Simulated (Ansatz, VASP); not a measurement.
# MoS2 in VASP and in Ansatz

```
Mo S
1.0
     3.18558    0.00000    0.00000
    -1.59279    2.63465    0.00000
     0.00000    0.00000   14.51045
Mo S
2 4
Direct
  0.33333 0.66667 0.25000
  0.66667 0.33333 0.75000
  0.33333 0.66667 0.64232
  0.66667 0.33333 0.14232
  0.33333 0.66667 0.85768
  0.66667 0.33333 0.35768
```

Change from the starting cell: strain -0.0450 x Voigt [0, 1, 0, 0, 0, 0], atoms carried along.

Alike in both runs: task single point; functional PBE; k mesh 12 × 12 × 2; occupations gaussian, width 0.05 eV; no spin polarisation.

```csv
,VASP,Ansatz
version,VASP 6.6.1,Ansatz 0.2.0
potentials or method,"VASP PAW PBE potentials, release 64 (Mo_sv, S), cutoff 520 eV","scalar-relativistic, plane waves, PAW"
valence electrons in the cell,52,52
```

|  | VASP | Ansatz | Ansatz less VASP |
| --- | --- | --- | --- |
| gap on the k mesh at the Fermi level (eV) | 1.69 | 1.68 | -0.009 |
| least direct gap on the mesh (eV) | 1.89 | 1.88 | -0.005 |
| pressure (GPa) | 6.0 | 6.2 | +0.13 |
| traceless stress, the component that is largest in VASP (GPa) | 4.99 | 4.96 | -0.024 |
| rms of the force components (eV/Å) | 0.268 | 0.275 | +0.0065 |

Atom by atom the forces differ by 0.007 eV/Å (rms over components).
